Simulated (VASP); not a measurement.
# Al2GaAs3 (P3m1) in VASP: density of states with PBE

Aim: the density of states of Al2GaAs3 with PBE.

All numbers are computed with VASP 6.6.1; they aren't measurements. Logs are shortened: lines on timing, memory, paths and dates and some standing lists are left out, and cuts for length are marked.

### Step 1. The cell of the first run

It takes space group P3m1 (No. 156, trigonal). The conventional cell has a = 4.054 Å, b = 4.054 Å, c = 9.935 Å, α = 90.00°, β = 90.00°, γ = 120.00°. Within 3.3 Å of Al (site symmetry 3m) lie 4 As at 2.48 Å. Within 3.3 Å of Al (site symmetry 3m) lie 4 As at 2.48 Å. Within 3.3 Å of Ga (site symmetry 3m) lie 4 As at 2.49 Å. Within 3.3 Å of As (site symmetry 3m) lie 3 Al at 2.48 Å and 1 Ga at 2.49 Å. As (site symmetry 3m) has 4 Al at 2.48 Å within 3.3 Å. As (site symmetry 3m) has 1 Al at 2.48 Å and 3 Ga at 2.49 Å within 3.3 Å.

### Step 2. Density of states, PBE

The input, POSCAR:

```
Al2GaAs3
1.0
    4.0539514387      0.0000000000      0.0000000000
   -2.0269757193      3.5108249316      0.0000000000
    0.0000000000      0.0000000000      9.9348323623
Al Ga As
2 1 3
Direct
    0.3333333333      0.6666666667      0.6667206168
    0.6666666667      0.3333333333      0.3336947165
    0.0000000000      0.0000000000      0.9995819601
    0.0000000000      0.0000000000      0.7491568393
    0.3333333333      0.6666666667      0.4166919437
    0.6666666667      0.3333333333      0.0841539234
```

The input, INCAR.step1:

```
SYSTEM = Al2GaAs3
  PREC = Accurate
  ENCUT = 520
  EDIFF = 1E-6
  ISMEAR = 0
  SIGMA = 0.02
  LREAL = .FALSE.
  LASPH = .TRUE.
  NELM = 80
  ALGO = Normal
  ISIF = 2
  LWAVE = .FALSE.
  LCHARG = .TRUE.
  GGA = PE
  NBANDS = 26
```

The input, KPOINTS.step1:

```
Automatic mesh
0
G
  12 12 4
  0 0 0
```

The input, INCAR.step2:

```
SYSTEM = Al2GaAs3
  PREC = Accurate
  ENCUT = 520
  EDIFF = 1E-6
  ISMEAR = -5
  SIGMA = 0.02
  LREAL = .FALSE.
  LASPH = .TRUE.
  NELM = 80
  ALGO = Normal
  ISIF = 2
  LWAVE = .FALSE.
  LCHARG = .FALSE.
  GGA = PE
  LORBIT = 10
  NEDOS = 2001
  ICHARG = 11
```

The input, KPOINTS.step2:

```
Automatic mesh
0
G
  18 18 6
  0 0 0
```

Potentials or basis: VASP PAW PBE potentials, release 64 (Al, Ga_d, As).

The run is started by

```bash
cat potpaw_PBE.64/Al/POTCAR potpaw_PBE.64/Ga_d/POTCAR potpaw_PBE.64/As/POTCAR > POTCAR
cp INCAR.step1 INCAR
cp KPOINTS.step1 KPOINTS
mpirun -np 1 vasp_std > vasp.out
cp INCAR.step2 INCAR
cp KPOINTS.step2 KPOINTS
mpirun -np 1 vasp_std > vasp.out
```

OUTCAR:

```text
SYSTEM = Al2GaAs3
   PREC = Accurate
   ENCUT = 520
   EDIFF = 1E-6
   ISMEAR = -5
   LREAL = .FALSE.
   LASPH = .TRUE.
   NELM = 80
   ISIF = 2
   GGA = PE
   LORBIT = 10
   ICHARG = 11

 ion  position               nearest neighbor table
   1  0.333  0.667  0.667-   4 2.48   4 2.48   4 2.48   5 2.48
   2  0.667  0.333  0.334-   6 2.48   5 2.48   5 2.48   5 2.48
   3  0.000  0.000  1.000-   6 2.49   6 2.49   6 2.49   4 2.49
   4  0.000  0.000  0.749-   1 2.48   1 2.48   1 2.48   3 2.49
   5  0.333  0.667  0.417-   2 2.48   2 2.48   2 2.48   1 2.48
   6  0.667  0.333  0.084-   2 2.48   3 2.49   3 2.49   3 2.49

  LATTYP: Found a hexagonal cell.
 ALAT       =     4.0539514387
 C/A-ratio  =     2.4506540131

  Lattice vectors:

 A1 = (   4.0539514387,   0.0000000000,   0.0000000000)
 A2 = (  -2.0269757193,   3.5108249316,   0.0000000000)
 A3 = (   0.0000000000,   0.0000000000,   9.9348323623)

Analysis of symmetry for initial positions (statically):
=====================================================================
 Subroutine PRICEL returns:
 Original cell was already a primitive cell.

 Routine SETGRP: Setting up the symmetry group for a
 hexagonal supercell.

 Subroutine GETGRP returns: Found  6 space group operations
 (whereof  6 operations were pure point group operations)
 out of a pool of 24 trial point group operations.

The static configuration has the point symmetry C_3v.

Analysis of symmetry for dynamics (positions and initial velocities):
=====================================================================
 Subroutine PRICEL returns:
 Original cell was already a primitive cell.

 Routine SETGRP: Setting up the symmetry group for a
 hexagonal supercell.

 Subroutine GETGRP returns: Found  6 space group operations
 (whereof  6 operations were pure point group operations)
 out of a pool of 24 trial point group operations.

The dynamic configuration has the point symmetry C_3v.

 Subroutine INISYM returns: Found  6 space group operations
 (whereof  6 operations are pure point group operations),
 and found     1 'primitive' translations

----------------------------------------------------------------------------------------

                                     Primitive cell

  volume of cell :     141.3996

  direct lattice vectors                    reciprocal lattice vectors
     4.053951439  0.000000000  0.000000000     0.246672910  0.142416671  0.000000000
    -2.026975719  3.510824932  0.000000000     0.000000000  0.284833342  0.000000000
     0.000000000  0.000000000  9.934832362     0.000000000  0.000000000  0.100655951

  length of vectors
     4.053951439  4.053951439  9.934832362     0.284833342  0.284833342  0.100655951

  position of ions in fractional coordinates (direct lattice)
     0.333333333  0.666666667  0.666720617
     0.666666667  0.333333333  0.333694716
     0.000000000  0.000000000  0.999581960
     0.000000000  0.000000000  0.749156839
     0.333333333  0.666666667  0.416691944
     0.666666667  0.333333333  0.084153923

  ion indices of the primitive-cell ions
   primitive index   ion index
                 1           1
                 2           2
                 3           3
                 4           4
                 5           5
                 6           6

----------------------------------------------------------------------------------------

 KPOINTS: Automatic mesh

Automatic generation of k-mesh.
 Grid dimensions read from file:
 generate k-points for:   18   18    6

 Generating k-lattice:

  Cartesian coordinates                     Fractional coordinates (reciprocal lattice)
     0.013704051  0.007912037  0.000000000     0.055555556 -0.000000000  0.000000000
     0.000000000  0.015824075  0.000000000     0.000000000  0.055555556  0.000000000
     0.000000000  0.000000000  0.016775992     0.000000000  0.000000000  0.166666667

  Length of vectors
     0.015824075  0.015824075  0.016775992

  Shift w.r.t. Gamma in fractional coordinates (k-lattice)
     0.000000000  0.000000000  0.000000000

 TETIRR: Found   2825 inequivalent tetrahedra from    11664

 Subroutine IBZKPT returns following result:
 ===========================================

 Found    202 irreducible k-points:

 Following reciprocal coordinates:
            Coordinates               Weight
  0.000000  0.000000  0.000000      1.000000
  0.055556  0.000000  0.000000      6.000000
  0.111111  0.000000  0.000000      6.000000
  0.166667  0.000000  0.000000      6.000000
  0.222222  0.000000  0.000000      6.000000
  0.277778  0.000000  0.000000      6.000000
[... 16 lines left out ...]
  0.333333  0.111111  0.000000     12.000000
  0.388889  0.111111  0.000000     12.000000
 [... further k-points ...]
   k-points           NKPTS =    202   k-points in BZ     NKDIM =    202   number of bands    NBANDS=     21
   number of dos      NEDOS =   2001   number of ions     NIONS =      6
   total plane-waves  NPLWV =  72000
   dimension x,y,z NGX =    30 NGY =   30 NGZ =   80
   dimension x,y,z NGXF=    60 NGYF=   60 NGZF=  160
   ions per type =               2   1   3
   NGX,Y,Z   is equivalent  to a cutoff of  12.30, 12.30, 13.39 a.u.
   NGXF,Y,Z  is equivalent  to a cutoff of  24.61, 24.61, 26.77 a.u.
 SYSTEM =  Al2GaAs3
   PREC   = accura    normal or accurate (medium, high low for compatibility)
   ISTART =      0    job   : 0-new  1-cont  2-samecut
   ICHARG =     11    charge: 1-file 2-atom 10-const
   ISPIN  =      1    spin polarized calculation?
   LNONCOLLINEAR =      F non collinear calculations
   LSORBIT =      F    spin-orbit coupling
   LASPH  =      T    aspherical Exc in radial PAW
   ENCUT  =  520.0 eV  38.22 Ry    6.18 a.u.   7.54  7.54 18.47*2*pi/ulx,y,z
   NELM   =     80;   NELMIN=  2; NELMDL=  0     # of ELM steps
   EDIFF  = 0.1E-05   stopping-criterion for ELM
   LREAL  =      F    real-space projection
   EDIFFG = 0.1E-04   stopping-criterion for IOM
   NSW    =      0    number of steps for IOM
   IBRION =     -1    ionic relax: 0-MD 1-quasi-New 2-CG
   NFREE  =      0    steps in history (QN), initial steepest desc. (CG)
   ISIF   =      2    stress and relaxation
   ISYM   =      2    0-nonsym 1-usesym 2-fastsym
   POTIM  = 0.5000    time-step for ionic-motion
   TEBEG  =    0.0;   TEEND  =   0.0 temperature during run
   PSTRESS=    0.0 pullay stress
   NELECT =      34.0000    total number of electrons
   NUPDOWN=      -1.0000    fix difference up-down
   EMIN   =  10.00;   EMAX   =-10.00  energy-range for DOS
   EFERMI =   0.00;   METHOD = LEGACY
   ISMEAR =    -5;   SIGMA  =   0.02  broadening in eV -4-tet -1-fermi 0-gaus
   EFERMI_NEDOS =   21; number of points for ismear=-14 and -15
   IALGO  =     38    algorithm
   IMIX   =      4    mixing-type and parameters
     AMIX     =   0.40;   BMIX     =  1.00
     AMIX_MAG =   1.60;   BMIX_MAG =  1.00
  volume/ion in A,a.u.               =      23.57       159.04
  Fermi-wavevector in a.u.,A,eV,Ry     =   1.018009  1.923759 14.100300  1.036343
  Thomas-Fermi vector in A             =   2.151443
   LORBIT       =     10    0 simple, 1 ext, 2 COOP (PROOUT), +10 PAW based schemes
   GGA     = PE    functional components
   LHFCALC =     F    Hartree Fock is set to
   AEXX    =    0.0000 exact exchange contribution
   IVDW    =     0    specifies the selected vdW correction
   LEPSILON=     F    determine dielectric tensor
   LRPA    =     F    only Hartree local field effects (RPA)
 non-spin polarized calculation
 Fermi weights with tetrahedron method with Bloechl corrections
  energy-cutoff  :      520.00
  volume of cell :      141.40
 maximum number of plane-waves:      3840

 number of electron      33.9999990 magnetization

 Free energy of the ion-electron system (eV)
  ---------------------------------------------------
  ext. energy  EPLUGINS =         0.00000000
  ---------------------------------------------------
  free energy    TOTEN  =       -27.04059685 eV

  energy without entropy =      -27.04059685  energy(sigma->0) =      -27.04059685

 E-fermi :   3.5906     XC(G=0):  -9.0617

 val. band max:        3.5872762321   @ k =   0.0000   0.0000   0.0000
 cond. band min:       4.5335453520   @ k =   0.0000   0.0000   0.0000
 fundamental gap:      0.9462691199
 Fermi energy:         3.5905534983

 k-point     1 :       0.0000    0.0000    0.0000
  band No.  band energies     occupation
      1     -10.9381      2.00000
      2     -10.8970      2.00000
      3     -10.8970      2.00000
      4     -10.8376      2.00000
      5     -10.8375      2.00000
      6      -8.3708      2.00000
[... 13 lines left out ...]
     20       5.6269      0.00000
     21       7.6082      0.00000

 k-point     2 :       0.0556    0.0000    0.0000
  band No.  band energies     occupation
      1     -10.9382      2.00000
      2     -10.8977      2.00000
      3     -10.8963      2.00000
      4     -10.8379      2.00000
      5     -10.8375      2.00000
      6      -8.3430      2.00000
[... 13 lines left out ...]
     20       5.8592      0.00000
     21       7.6134      0.00000

 k-point     3 :       0.1111    0.0000    0.0000
  band No.  band energies     occupation
      1     -10.9388      2.00000
      2     -10.8995      2.00000
      3     -10.8943      2.00000
      4     -10.8390      2.00000
      5     -10.8373      2.00000
      6      -8.2602      2.00000
[... 13 lines left out ...]
     20       6.3196      0.00000
     21       7.5282      0.00000
[... 457 lines left out ...]
 k-point    23 :       0.3333    0.1111    0.0000
  band No.  band energies     occupation
      1     -10.9591      2.00000
      2     -10.8991      2.00000
      3     -10.8792      2.00000
      4     -10.8463      2.00000
      5     -10.8338      2.00000
      6      -7.1644      2.00000
[... 13 lines left out ...]
     20       6.7270      0.00000
     21       7.0305      0.00000

 k-point    24 :       0.3889    0.1111    0.0000
  band No.  band energies     occupation
      1     -10.9620      2.00000
      2     -10.8981      2.00000
      3     -10.8781      2.00000
      4     -10.8469      2.00000
      5     -10.8331      2.00000
      6      -6.9393      2.00000
[... 13 lines left out ...]
     20       6.6891      0.00000
     21       6.9429      0.00000

 [... further k-points ...]
[... 5 lines left out ...]
  --------------------------------------------------------------------------------------
  -------------------------------------------------------------------------------------
  Total        0.1055012      0.1055012      0.0703647      0.0000000      0.0000000     -0.0000000
  in kB        1.1954176      1.1954176      0.7972920      0.0000000      0.0000000     -0.0000000
  external PRESSURE =       1.0627091 kB  Pullay stress =       0.0000000 kB

 VOLUME and BASIS-vectors are now :
 -----------------------------------------------------------------------------
  energy-cutoff  :      520.00
  volume of cell :      141.40
      direct lattice vectors                 reciprocal lattice vectors
     4.053951439  0.000000000  0.000000000     0.246672910  0.142416671  0.000000000
    -2.026975719  3.510824932  0.000000000     0.000000000  0.284833342  0.000000000
     0.000000000  0.000000000  9.934832362     0.000000000  0.000000000  0.100655951

 POSITION                                       TOTAL-FORCE (eV/Angst)
 -----------------------------------------------------------------------------------
     -0.00000      2.34055      6.62376         0.000000      0.000000      0.007731
      2.02698      1.17027      3.31520         0.000000     -0.000000      0.007302
      0.00000      0.00000      9.93068        -0.000000      0.000000      0.008324
      0.00000      0.00000      7.44275         0.000000     -0.000000     -0.009673
     -0.00000      2.34055      4.13976         0.000000     -0.000000     -0.006981
      2.02698      1.17027      0.83606         0.000000      0.000000     -0.006704
 -----------------------------------------------------------------------------------
    total drift:                                0.000133     -0.000076      0.000164

  FREE ENERGIE OF THE ION-ELECTRON SYSTEM (eV)
  ---------------------------------------------------
  free  energy   TOTEN  =       -27.0405968513 eV

  energy  without entropy=      -27.0405968513  energy(sigma->0) =      -27.04059685

 total charge

# of ion       s       p       d       tot
------------------------------------------
    1        0.405   0.357   0.000   0.762
    2        0.405   0.357   0.000   0.762
    3        0.880   0.752   9.987  11.619
    4        1.198   1.635   0.024   2.858
    5        1.195   1.655   0.023   2.873
    6        1.208   1.589   0.027   2.824
--------------------------------------------------
tot          5.292   6.344  10.061  21.697
```

It took 11 min on 1 thread of Intel Xeon Platinum 8259CL at 2.50GHz (Skylake/Cascade Lake), shared host; peak memory 0.73 GiB.

Results:

- Valence electrons inside the program's atomic spheres: Al 0.76; Ga 11.62; As 2.86, 2.87, 2.82
